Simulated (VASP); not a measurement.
# Al8As8H in VASP: single point with PBE+D3(BJ)

Aim: the single point of Al8As8H with PBE+D3(BJ).

Everything below comes from runs of VASP 6.6.1. Logs are shortened: lines on timing, memory, paths and dates and some standing lists are left out, and cuts for length are marked.

## Step 1: The cell of the first run

The cell holds a slab with vacuum, 17 atoms: a = 8.010 Å, b = 5.664 Å, c = 25.008 Å, α = 90.00°, β = 90.00°, γ = 90.00°.

## Step 2: Single point, PBE+D3(BJ), collinear spin

The input, INCAR:

```
ALGO = Normal
DIPOL = 0.5 0.5 0.468
EDIFF = 1E-6
ENCUT = 400
GGA = PE
GGA_COMPAT = F
IDIPOL = 3
ISIF = 2
ISMEAR = 0
ISPIN = 2
IVDW = 12
LASPH = T
LCHARG = T
LDIPOL = T
LELF = T
LORBIT = 11
LREAL = F
LVACPOTAV = T
LVHAR = T
LWAVE = F
MAGMOM = 0 0 0 0 0 0 0 0 0 0 0 0 0 0 0 0 1
NBANDS = 50
NELM = 200
NELMDL = -8
PREC = Accurate
SIGMA = 0.05
```

The input, KPOINTS:

```
k-points
0
Gamma
  4 5 1
```

The input, POSCAR:

```
Al8As8H
1.0
    8.0103882425      0.0000000000      0.0000000000
    0.0000000000      5.6641998462      0.0000000000
    0.0000000000      0.0000000000     25.0077911819
Al As H
8 8 1
Direct
    0.2500000000      0.5000000000      0.3398940730
    0.7500000000      0.5000000000      0.3398940730
    0.5000000000      0.0000000000      0.4199729990
    0.0000000000      0.0000000000      0.4199729990
    0.7500000000      0.4901450744      0.5011452952
    0.2500000000      0.5145974601      0.5064377888
   -0.0176081418     -0.0560042642      0.5669174163
    0.5176081418     -0.0560042642      0.5669174163
    0.5000000000      0.2500000000      0.3398940730
    0.0000000000      0.2500000000      0.3398940730
    0.7500000000      0.7500000000      0.4199729990
    0.2500000000      0.7500000000      0.4199729990
    0.0040028203      0.2535919679      0.4998056692
    0.4959971797      0.2535919679      0.4998056692
    0.2500000000      0.7458017011      0.5905492821
    0.7500000000      0.6725868311      0.5913218315
    0.7500000000      0.1071295976      0.5877010634
```

Potentials or basis: VASP PAW PBE potentials, release 64 (Al, As, H).

Command:

```sh
$ cat potpaw_PBE.64/Al/POTCAR potpaw_PBE.64/As/POTCAR potpaw_PBE.64/H/POTCAR > POTCAR
$ mpirun -np 1 vasp_std > vasp.out
```

OUTCAR:

```text
EDIFF = 1E-6
   ENCUT = 400
   GGA = PE
   ISIF = 2
   ISMEAR = 0
   ISPIN = 2
   IVDW = 12
   LASPH = T
   LORBIT = 11
   LREAL = F
   NELM = 200
   NELMDL = -8
   PREC = Accurate
 IVDW          = 12

 ion  position               nearest neighbor table
   1  0.250  0.500  0.340-  12 2.45  10 2.45   9 2.45
   2  0.750  0.500  0.340-  11 2.45  10 2.45   9 2.45
   3  0.500  0.000  0.420-   9 2.45  11 2.45  12 2.45  14 2.46
   4  0.000  0.000  0.420-  10 2.45  11 2.45  12 2.45  13 2.46
   5  0.750  0.490  0.501-  13 2.44  14 2.44  16 2.48  11 2.51
   6  0.250  0.515  0.506-  13 2.47  14 2.47  15 2.48  12 2.54
   7  0.982  0.944  0.567-  13 2.43  16 2.49  15 2.49
   8  0.518  0.944  0.567-  14 2.43  16 2.49  15 2.49
   9  0.500  0.250  0.340-   3 2.45   2 2.45   1 2.45
  10  0.000  0.250  0.340-   4 2.45   2 2.45   1 2.45
  11  0.750  0.750  0.420-   2 2.45   3 2.45   4 2.45   5 2.51
  12  0.250  0.750  0.420-   1 2.45   3 2.45   4 2.45   6 2.54
  13  0.004  0.254  0.500-   7 2.43   5 2.44   4 2.46   6 2.47
  14  0.496  0.254  0.500-   8 2.43   5 2.44   3 2.46   6 2.47
  15  0.250  0.746  0.591-   6 2.48   7 2.49   8 2.49
  16  0.750  0.673  0.591-   5 2.48   7 2.49   8 2.49
  17  0.750  0.107  0.588-

  LATTYP: Found a simple orthorhombic cell.
 ALAT       =     5.6641998462
 B/A-ratio  =     1.4142135624
 C/A-ratio  =     4.4150615905

  Lattice vectors:

 A1 = (   0.0000000000,  -5.6641998462,   0.0000000000)
 A2 = (   8.0103882425,   0.0000000000,   0.0000000000)
 A3 = (   0.0000000000,   0.0000000000,  25.0077911819)

Analysis of symmetry for initial positions (statically):
=====================================================================
 Subroutine PRICEL returns:
 Original cell was already a primitive cell.

 Routine SETGRP: Setting up the symmetry group for a
 simple orthorhombic supercell.

 Subroutine GETGRP returns: Found  2 space group operations
 (whereof  1 operations were pure point group operations)
 out of a pool of  8 trial point group operations.

The static configuration has the point symmetry C_1 .
 The point group associated with its full space group is C_1h.

Analysis of symmetry for dynamics (positions and initial velocities):
=====================================================================
 Subroutine PRICEL returns:
 Original cell was already a primitive cell.

 Routine SETGRP: Setting up the symmetry group for a
 simple orthorhombic supercell.

 Subroutine GETGRP returns: Found  2 space group operations
 (whereof  1 operations were pure point group operations)
[... 180 lines left out ...]
  ---------------------------------------------------
  free energy    TOTEN  =       -71.34320612 eV

  energy without entropy =      -71.33680081  energy(sigma->0) =      -71.34000346

 E-fermi :  -1.7882     XC(G=0):  -3.5633

 val. band max:       -1.8286911272   @ k =   0.2500   0.2000   0.0000
 cond. band min:      -1.7847252391   @ k =   0.2500   0.2000   0.0000
 fundamental gap:      0.0439658881
 Fermi energy:        -1.7882204555

 spin component 1

 k-point     1 :       0.0000    0.0000    0.0000
  band No.  band energies     occupation
      1     -13.6913      1.00000
      2     -12.8721      1.00000
      3     -12.4707      1.00000
      4     -12.4430      1.00000
      5     -12.1624      1.00000
      6     -11.8455      1.00000
[... 412 lines left out ...]
     43       1.9216      0.00000
     44       2.1615      0.00000
 Fermi energy:        -1.7882204555

 spin component 2

 k-point     1 :       0.0000    0.0000    0.0000
  band No.  band energies     occupation
      1     -13.6851      1.00000
      2     -12.8622      1.00000
      3     -12.4631      1.00000
      4     -12.4392      1.00000
      5     -12.1466      1.00000
      6     -11.8399      1.00000
[... 412 lines left out ...]
     43       1.9239      0.00000
     44       2.1675      0.00000
 [bands above 44 left out]

------------------------ aborting loop because EDIFF is reached ----------------------------------------

 Edisp (eV)   -3.69459

 E8    (eV) :    -1.6605

  FORCE on cell =-STRESS in cart. coord.  units (eV):
  Direction    XX          YY          ZZ          XY          YZ          ZX
  --------------------------------------------------------------------------------------
  -------------------------------------------------------------------------------------
  Total      -5.78094    -6.17466    -0.09532     0.00000     2.79189     0.00000
  in kB      -8.16284    -8.71879    -0.13459     0.00000     3.94222     0.00000
  external pressure =       -5.67 kB  Pullay stress =        0.00 kB

 VOLUME and BASIS-vectors are now :
 -----------------------------------------------------------------------------
  energy-cutoff  :      400.00
  volume of cell :     1134.66
      direct lattice vectors                 reciprocal lattice vectors
     8.010388242  0.000000000  0.000000000     0.124837894  0.000000000  0.000000000
     0.000000000  5.664199846  0.000000000     0.000000000  0.176547443  0.000000000
     0.000000000  0.000000000 25.007791182     0.000000000  0.000000000  0.039987538

 POSITION                                       TOTAL-FORCE (eV/Angst)
 -----------------------------------------------------------------------------------
      2.00260      2.83210      8.50000         0.000000     -1.012253      1.328403
      6.00779      2.83210      8.50000         0.000000     -1.059226      1.238691
      4.00519      0.00000     10.50260        -0.122257      0.372534      0.067335
      0.00000      0.00000     10.50260         0.122257      0.372534      0.067335
      6.00779      2.77628     12.53254         0.000000      0.006949      0.005461
      2.00260      2.91478     12.66489         0.000000      0.005040      0.010790
[... 9 lines left out ...]
      6.00779      3.80967     14.78765         0.000000     -0.011341      0.007760
      6.00779      0.60680     14.69711         0.000000      0.001484      0.003667
 -----------------------------------------------------------------------------------
    total drift:                               -0.000000      0.000343      0.000261

  FREE ENERGIE OF THE ION-ELECTRON SYSTEM (eV)
  ---------------------------------------------------
  free  energy   TOTEN  =       -75.0377945440 eV

  energy  without entropy=      -75.0313892290  energy(sigma->0) =      -75.03459189

 vacuum level on the upper side and lower side of the slab         3.029         2.730

 total charge

# of ion       s       p       d       tot
------------------------------------------
    1        0.444   0.307   0.000   0.751
    2        0.443   0.307   0.000   0.750
    3        0.409   0.363   0.000   0.772
    4        0.409   0.363   0.000   0.772
    5        0.408   0.362   0.000   0.771
    6        0.404   0.347   0.000   0.752
[... 9 lines left out ...]
   16        1.271   1.467   0.028   2.766
   17        0.450   0.005   0.000   0.455
--------------------------------------------------
tot         13.592  15.453   0.193  29.238

 magnetization (x)

# of ion       s       p       d       tot
------------------------------------------
    1       -0.000   0.000   0.000   0.000
    2       -0.000   0.000   0.000   0.000
    3       -0.000   0.001   0.000   0.001
    4       -0.000   0.001   0.000   0.001
    5        0.000   0.001   0.000   0.001
    6       -0.000  -0.000   0.000  -0.000
[... 9 lines left out ...]
   16        0.000   0.016   0.000   0.017
   17        0.013   0.000   0.000   0.013
--------------------------------------------------
tot          0.014   0.044   0.000   0.058
```

OSZICAR:

```text
N       E                     dE             d eps       ncg     rms          rms(c)
DAV:   1     0.325666964823E+03    0.32567E+03   -0.16722E+04  1800   0.740E+02
DAV:   2    -0.239795767478E+02   -0.34965E+03   -0.33280E+03  2570   0.149E+02
DAV:   3    -0.715629600715E+02   -0.47583E+02   -0.46870E+02  2158   0.564E+01
[... 27 lines left out ...]
DAV:  31    -0.713431798398E+02   -0.11184E-04   -0.38646E-07  1640   0.234E-03    0.432E-04
DAV:  32    -0.713431939101E+02   -0.14070E-04   -0.43961E-07  1744   0.207E-03    0.294E-04
DAV:  33    -0.713432016239E+02   -0.77138E-05   -0.30190E-07  1720   0.166E-03    0.189E-04
DAV:  34    -0.713432051858E+02   -0.35619E-05   -0.21310E-07  1696   0.103E-03    0.105E-04
DAV:  35    -0.713432061223E+02   -0.93642E-06   -0.75005E-08  1600   0.672E-04
   1 F= -.75037795E+02 E0= -.75034592E+02  d E =-.640531E-02  mag=     0.1275
```

stdout:

```text
POSCAR found type information on POSCAR AlAsH
 POSCAR found :  3 types and      17 ions
 scaLAPACK will be used
 -----------------------------------------------------------------------------
[... 26 lines left out ...]
|     Did not find any points to average over, which means that no vacuum     |
|     field-free region was found. Please increase the size of  your cell     |
|     in the dimension of the dipole correction to obtain accurate            |
|     workfunction values.                                                    |
|                                                                             |
 -----------------------------------------------------------------------------
```

Run time: 55 min. Hardware: 1 thread of Oxide Virtual Turin-like, shared host; peak memory 1.3 GiB.

What came out:

```
Free energy                                           : -75.0378 eV
Largest force                                         : 1.670 eV/Å
Net moment                                            : 0.13 μB per cell
Valence electrons inside the program's atomic spheres : Al 0.75, 0.77, 0.74 (each value once); As 2.82, 2.88, 2.87, 2.89, 2.79, 2.77 (each value once); H 0.46
Dispersion energy per atom                            : -0.217 eV
```

Forces on the atoms (eV/Å):
```
Al   0.000 -1.012  1.328
Al   0.000 -1.059  1.239
Al  -0.122  0.373  0.067
Al   0.122  0.373  0.067
Al   0.000  0.007  0.005
Al   0.000  0.005  0.011
Al   0.004  0.013  0.013
Al  -0.004  0.013  0.013
As   0.031  0.333 -1.238
As  -0.031  0.333 -1.238
As   0.000  0.412 -0.137
As   0.000  0.247 -0.139
As   0.005 -0.004 -0.006
As  -0.005 -0.004 -0.006
As   0.000 -0.018  0.009
As   0.000 -0.011  0.008
H    0.000  0.001  0.004
```

Levels at points of the mesh, in eV from the Fermi level:
Spin up:
| k point | band 29 | band 30 | band 31 | band 32 | band 33 | band 34 | band 35 | band 36 | band 37 | band 38 |
| --- | --- | --- | --- | --- | --- | --- | --- | --- | --- | --- |
| (0.00, 0.00, 0.00) | -0.78 | -0.70 | -0.46 | -0.38 | -0.22 | 0.67 | 0.74 | 0.87 | 1.68 | 1.95 |
| (0.50, 0.00, 0.00) | -1.49 | -0.83 | -0.73 | -0.50 | -0.16 | 0.92 | 0.96 | 1.80 | 1.83 | 2.39 |
Spin down:
```csv
k point,band 30,band 31,band 32,band 33,band 34,band 35
"(0.00, 0.00, 0.00)",-0.69,-0.45,-0.37,-0.19,0.68,0.74
"(0.50, 0.00, 0.00)",-0.83,-0.70,-0.49,-0.12,0.92,0.97
```
